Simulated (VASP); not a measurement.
# Cu3Au13 in VASP: single point with PBE

Aim: the single point of Cu3Au13 with PBE.

All numbers are computed with VASP 6.6.1; they aren't measurements. Logs are shortened: lines on timing, memory, paths and dates and some standing lists are left out, and cuts for length are marked.

**1. The cell of the first run**

The cell holds a disordered packing, 16 atoms: a = 6.872 Å, b = 6.870 Å, c = 5.742 Å, α = 89.57°, β = 90.42°, γ = 86.66°.

**2. Single point, PBE**

Contents of INCAR:

```
SYSTEM = Cu3Au13
PREC = Accurate
ENCUT = 520
EDIFF = 1E-6
ISMEAR = 0
SIGMA = 0.1
LREAL = Auto
LASPH = .TRUE.
NELM = 60
ALGO = Fast
ISIF = 2
LWAVE = .FALSE.
LCHARG = .TRUE.
GGA = PE
LVHAR = .TRUE.
NBANDS = 102
KPAR = 4
```

Contents of KPOINTS:

```
regular mesh
0
G
  5 5 5
  0 0 0
```

Contents of POSCAR:

```
Cu3Au13
1.0
    6.8695070000      0.2010230000     -0.0175870000
    0.1990440000      6.8669360000      0.0254270000
   -0.0281200000      0.0223460000      5.7422780000
Au Cu
13 3
Direct
    0.2576699067      0.4101131005      0.5524662073
    0.2375120455      0.4303210046      0.0419466614
    0.7441176557      0.9051173255      0.0455203495
    0.9006240347      0.5691060507      0.2964786158
    0.9870913002      0.1598302514      0.2975509409
    0.1509330215      0.8139878989      0.5586556255
    0.3966742044      0.0579947187      0.8043951193
    0.6413497593      0.3236179354      0.0366411288
    0.7324179334      0.9167804559      0.5493343172
    0.8850592974      0.5692088849      0.7905710765
    0.9885317542      0.1611497967      0.7975442370
    0.3962413306      0.0728642444      0.2984367980
    0.4894236498      0.6619391640      0.2974003443
    0.6498485817      0.3211568382      0.5421724376
    0.4884931600      0.6614079736      0.7974523730
    0.1486149570      0.8225429843      0.0523953881
```

Potentials or basis: VASP PAW PBE potentials, release 64 (Au, Cu).

On the command line:

```console
$ cat potpaw_PBE.64/Au/POTCAR potpaw_PBE.64/Cu/POTCAR > POTCAR
$ mpirun -np 4 vasp_std > vasp.out
```

OUTCAR:

```text
SYSTEM = Cu3Au13
   PREC = Accurate
   ENCUT = 520
   EDIFF = 1E-6
   ISMEAR = 0
   LREAL = Auto
   LASPH = .TRUE.
   NELM = 60
   ISIF = 2
   GGA = PE

 ion  position               nearest neighbor table
   1  0.258  0.410  0.552-  14 2.73  15 2.79   2 2.82  13 2.83   6 2.83  12 2.87   7 2.92   2 2.94
                            11 2.95   5 2.99   4 3.00  10 3.06
   2  0.238  0.430  0.042-  16 2.73  15 2.79   1 2.82  13 2.83   8 2.83   4 2.87  10 2.92   1 2.94
                            11 2.95   5 2.99  12 3.00   7 3.06
   3  0.744  0.905  0.046-  16 2.80   9 2.85   4 2.86  10 2.87  15 2.87  11 2.88   5 2.88  13 2.88
                             7 2.89   9 2.90   8 2.92  12 2.98
   4  0.901  0.569  0.296-   5 2.84  10 2.84  13 2.86   3 2.86  14 2.86   2 2.87  16 2.87   6 2.90
                            10 2.91   8 2.93   9 2.98   1 3.00
   5  0.987  0.160  0.298-   4 2.84  12 2.84  11 2.87  11 2.87   9 2.88   3 2.88  14 2.89  16 2.89
                             8 2.96   6 2.96   1 2.99   2 2.99
   6  0.151  0.814  0.559-   7 2.83   1 2.83  15 2.83  16 2.84  10 2.88   4 2.90  16 2.91   9 2.92
                            13 2.92  11 2.93  12 2.93   5 2.96
   7  0.397  0.058  0.804-  15 2.76  16 2.81   6 2.83  12 2.84  11 2.85   9 2.87   8 2.88   3 2.89
                            12 2.91   1 2.92  14 2.99   2 3.06
   8  0.641  0.324  0.037-  10 2.82   2 2.83  15 2.83  14 2.84   7 2.88  12 2.90  14 2.90  13 2.92
                             3 2.92  11 2.93   4 2.93   5 2.96
   9  0.732  0.917  0.549-  14 2.80   3 2.85  12 2.86   7 2.87  15 2.87   5 2.88  13 2.88  11 2.88
                            10 2.89   3 2.90   6 2.92   4 2.98
  10  0.885  0.569  0.791-  15 2.76  14 2.81   8 2.82   4 2.84  11 2.85   3 2.87   6 2.88   9 2.89
                             4 2.91   2 2.92  16 2.99   1 3.06
  11  0.989  0.161  0.798-  10 2.85   7 2.85   5 2.87   5 2.87   3 2.88   9 2.88  16 2.90  14 2.90
                             6 2.93   8 2.93   2 2.95   1 2.95
  12  0.396  0.073  0.298-   7 2.84   5 2.84  13 2.86  16 2.86   9 2.86   1 2.87  14 2.87   8 2.90
                             7 2.91   6 2.93   3 2.98   2 3.00
  13  0.489  0.662  0.297-   1 2.83   2 2.83  12 2.86   4 2.86  15 2.87  15 2.87   3 2.88   9 2.88
                            14 2.88  16 2.88   8 2.92   6 2.92
  14  0.650  0.321  0.542-   1 2.73   9 2.80  10 2.81   8 2.84   4 2.86  12 2.87  13 2.88   5 2.89
                            11 2.90   8 2.90   7 2.99
  15  0.488  0.661  0.797-   7 2.76  10 2.76   2 2.79   1 2.79   6 2.83   8 2.83  13 2.87  13 2.87
                             9 2.87   3 2.87
  16  0.149  0.823  0.052-   2 2.73   3 2.80   7 2.81   6 2.84  12 2.86   4 2.87  13 2.88   5 2.89
                            11 2.90   6 2.91  10 2.99

  LATTYP: Found a triclinic cell.
 ALAT       =     6.8698671803
 B/A-ratio  =     1.4550536283
 C/A-ratio  =     0.8358808373
 COS(alpha) =     0.0000730373
 COS(beta)  =     0.0074490334
 COS(gamma) =     0.7272663643

  Lattice vectors:

 A1 = (  -0.1990440000,  -6.8669360000,  -0.0254270000)
 A2 = (  -7.0685510000,  -7.0679590000,  -0.0078400000)
 A3 = (   0.0281200000,  -0.0223460000,  -5.7422780000)

Analysis of symmetry for initial positions (statically):
=====================================================================
 Subroutine PRICEL returns:
 Original cell was already a primitive cell.

 Routine SETGRP: Setting up the symmetry group for a
 triclinic supercell.

 Subroutine GETGRP returns: Found  1 space group operations
 (whereof  1 operations were pure point group operations)
 out of a pool of  2 trial point group operations.

The static configuration has the point symmetry C_1 .

Analysis of symmetry for dynamics (positions and initial velocities):
=====================================================================
 Subroutine PRICEL returns:
 Original cell was already a primitive cell.

 Routine SETGRP: Setting up the symmetry group for a
 triclinic supercell.

 Subroutine GETGRP returns: Found  1 space group operations
 (whereof  1 operations were pure point group operations)
 out of a pool of  2 trial point group operations.

The dynamic configuration has the point symmetry C_1 .

 Subroutine INISYM returns: Found  1 space group operations
 (whereof  1 operations are pure point group operations),
 and found     1 'primitive' translations

----------------------------------------------------------------------------------------

                                     Primitive cell

  volume of cell :     270.6401

  direct lattice vectors                    reciprocal lattice vectors
     6.869507000  0.201023000 -0.017587000     0.145696384 -0.004225837  0.000729922
     0.199044000  6.866936000  0.025427000    -0.004266636  0.145751206 -0.000588083
    -0.028120000  0.022346000  5.742278000     0.000465120 -0.000658334  0.174151755

  length of vectors
[... 56 lines left out ...]

  Shift w.r.t. Gamma in fractional coordinates (k-lattice)
     0.000000000  0.000000000  0.000000000

 Subroutine IBZKPT returns following result:
 ===========================================

 Found     63 irreducible k-points:

 Following reciprocal coordinates:
            Coordinates               Weight
  0.000000  0.000000  0.000000      1.000000
  0.200000  0.000000 -0.000000      2.000000
  0.400000  0.000000 -0.000000      2.000000
  0.000000  0.200000  0.000000      2.000000
  0.200000  0.200000 -0.000000      2.000000
  0.400000  0.200000 -0.000000      2.000000
[... 16 lines left out ...]
 -0.200000  0.200000  0.200000      2.000000
  0.000000  0.400000  0.200000      2.000000
 [... further k-points ...]
   k-points           NKPTS =     63   k-points in BZ     NKDIM =     63   number of bands    NBANDS=    102
   number of dos      NEDOS =    301   number of ions     NIONS =     16
   total plane-waves  NPLWV = 139968
   dimension x,y,z NGX =    54 NGY =   54 NGZ =   48
   dimension x,y,z NGXF=   108 NGYF=  108 NGZF=   96
   ions per type =              13   3
   NGX,Y,Z   is equivalent  to a cutoff of  13.06, 13.07, 13.90 a.u.
   NGXF,Y,Z  is equivalent  to a cutoff of  26.13, 26.14, 27.79 a.u.
 SYSTEM =  Cu3Au13
   PREC   = accura    normal or accurate (medium, high low for compatibility)
   ISTART =      0    job   : 0-new  1-cont  2-samecut
   ICHARG =      2    charge: 1-file 2-atom 10-const
   ISPIN  =      1    spin polarized calculation?
   LNONCOLLINEAR =      F non collinear calculations
   LSORBIT =      F    spin-orbit coupling
   LASPH  =      T    aspherical Exc in radial PAW
   ENCUT  =  520.0 eV  38.22 Ry    6.18 a.u.  12.78 12.77 10.68*2*pi/ulx,y,z
   NELM   =     60;   NELMIN=  2; NELMDL= -5     # of ELM steps
   EDIFF  = 0.1E-05   stopping-criterion for ELM
   LREAL  =      T    real-space projection
   EDIFFG = 0.1E-04   stopping-criterion for IOM
   NSW    =      0    number of steps for IOM
   IBRION =     -1    ionic relax: 0-MD 1-quasi-New 2-CG
   NFREE  =      0    steps in history (QN), initial steepest desc. (CG)
   ISIF   =      2    stress and relaxation
   ISYM   =      2    0-nonsym 1-usesym 2-fastsym
   POTIM  = 0.5000    time-step for ionic-motion
   TEBEG  =    0.0;   TEEND  =   0.0 temperature during run
   PSTRESS=    0.0 pullay stress
   NELECT =     176.0000    total number of electrons
   NUPDOWN=      -1.0000    fix difference up-down
   EMIN   =  10.00;   EMAX   =-10.00  energy-range for DOS
   EFERMI =   0.00;   METHOD = LEGACY
   ISMEAR =     0;   SIGMA  =   0.10  broadening in eV -4-tet -1-fermi 0-gaus
   EFERMI_NEDOS =   21; number of points for ismear=-14 and -15
   IALGO  =     68    algorithm
   IMIX   =      4    mixing-type and parameters
     AMIX     =   0.40;   BMIX     =  1.00
     AMIX_MAG =   1.60;   BMIX_MAG =  1.00
  volume/ion in A,a.u.               =      16.92       114.15
  Fermi-wavevector in a.u.,A,eV,Ry     =   1.418344  2.680282 27.370847  2.011700
  Thomas-Fermi vector in A             =   2.539480
   LORBIT       =      0    0 simple, 1 ext, 2 COOP (PROOUT), +10 PAW based schemes
   GGA     = PE    functional components
   LHFCALC =     F    Hartree Fock is set to
   AEXX    =    0.0000 exact exchange contribution
   IVDW    =     0    specifies the selected vdW correction
   LEPSILON=     F    determine dielectric tensor
   LRPA    =     F    only Hartree local field effects (RPA)
 non-spin polarized calculation
 RMM-DIIS sequential band-by-band and
 Gauss-broadening in eV      SIGMA  =   0.10
  energy-cutoff  :      520.00
  volume of cell :      270.64
 maximum number of plane-waves:      7321
 NGX is ok and might be reduce to    54
   NGX = 25   NGY = 25   NGZ = 21

 number of electron     175.9999991 magnetization

 Free energy of the ion-electron system (eV)
  ---------------------------------------------------
  ext. energy  EPLUGINS =         0.00000000
  ---------------------------------------------------
  free energy    TOTEN  =       -52.96006458 eV

  energy without entropy =      -52.92453828  energy(sigma->0) =      -52.94230143

 E-fermi :   8.4333     XC(G=0): -12.4047

 val. band max:        8.4326557845   @ k =   0.2000   0.2000   0.4000
 cond. band min:       8.4350345097   @ k =  -0.2000  -0.2000   0.4000
 fundamental gap:      0.0023787251
 Fermi energy:         8.4332975587

 k-point     1 :       0.0000    0.0000    0.0000
  band No.  band energies     occupation
      1      -0.9061      2.00000
      2       1.5660      2.00000
      3       1.7418      2.00000
      4       1.7485      2.00000
      5       1.8639      2.00000
      6       1.8974      2.00000
[... 2461 lines left out ...]
     99      13.8182      0.00000
    100      13.8542      0.00000

 [... further k-points ...]

 [bands above 100 left out]

------------------------ aborting loop because EDIFF is reached ----------------------------------------

  FORCE on cell =-STRESS in cart. coord.  units (eV):
  Direction    XX          YY          ZZ          XY          YZ          ZX
  --------------------------------------------------------------------------------------
  -------------------------------------------------------------------------------------
  Total        1.5993394      1.6394483      0.5770245     -1.3075008      0.4456081     -0.4482005
  in kB        9.4680174      9.7054600      3.4159588     -7.7403458      2.6379797     -2.6533270
  external PRESSURE =       7.5298121 kB  Pullay stress =       0.0000000 kB

 VOLUME and BASIS-vectors are now :
 -----------------------------------------------------------------------------
  energy-cutoff  :      520.00
  volume of cell :      270.64
      direct lattice vectors                 reciprocal lattice vectors
     6.869507000  0.201023000 -0.017587000     0.145696384 -0.004225837  0.000729922
     0.199044000  6.866936000  0.025427000    -0.004266636  0.145751206 -0.000588083
    -0.028120000  0.022346000  5.742278000     0.000465120 -0.000658334  0.174151755

 POSITION                                       TOTAL-FORCE (eV/Angst)
 -----------------------------------------------------------------------------------
      1.83616      2.88036      3.17831         0.071801     -0.027001      0.018466
      1.71606      3.00367      0.24763        -0.028767      0.073708     -0.013766
      5.29060      6.36598      0.27132         0.004054     -0.068522     -0.011765
      6.29178      4.09569      1.70109         0.027903      0.003511      0.003202
      6.80428      1.30262      1.69532        -0.035500     -0.039930     -0.002481
      1.18315      5.63243      3.22600         0.059388      0.007701      0.000882
[... 8 lines left out ...]
      3.46493      4.65786      4.58742        -0.028879     -0.032007     -0.000278
      1.18316      5.67940      0.31917         0.036498      0.027916      0.000993
 -----------------------------------------------------------------------------------
    total drift:                                0.004669     -0.004164     -0.007673

  FREE ENERGIE OF THE ION-ELECTRON SYSTEM (eV)
  ---------------------------------------------------
  free  energy   TOTEN  =       -52.9600645849 eV

  energy  without entropy=      -52.9245382842  energy(sigma->0) =      -52.94230143
```

Wall time 28 min (4 MPI ranks of Oxide Virtual Turin-like, shared host); peak memory 1.1 GiB.

What came out:

```
Free energy            : -52.9601 eV
Pressure               : 0.8 GPa
Largest force          : 0.080 eV/Å
Band gap on the k mesh : zero (bands 88 and 89 overlap by 1.09 eV)
```

Forces on the atoms (eV/Å):
```
Au   0.072 -0.027  0.018
Au  -0.029  0.074 -0.014
Au   0.004 -0.069 -0.012
Au   0.028  0.004  0.003
Au  -0.035 -0.040 -0.002
Au   0.059  0.008  0.001
Au   0.023 -0.038  0.017
Au   0.007  0.058  0.002
Au  -0.068  0.004  0.010
Au  -0.038  0.022 -0.019
Au  -0.023 -0.024 -0.003
Au   0.002  0.036 -0.006
Au  -0.039 -0.041 -0.001
Cu   0.029  0.038  0.006
Cu  -0.029 -0.032  0.000
Cu   0.036  0.028  0.001
```

Stress tensor (GPa, compression positive):
```
 0.95 -0.77 -0.27
-0.77  0.97  0.26
-0.27  0.26  0.34
```

Caveat: spin-orbit coupling is left out, which moves the levels of the heavy elements.
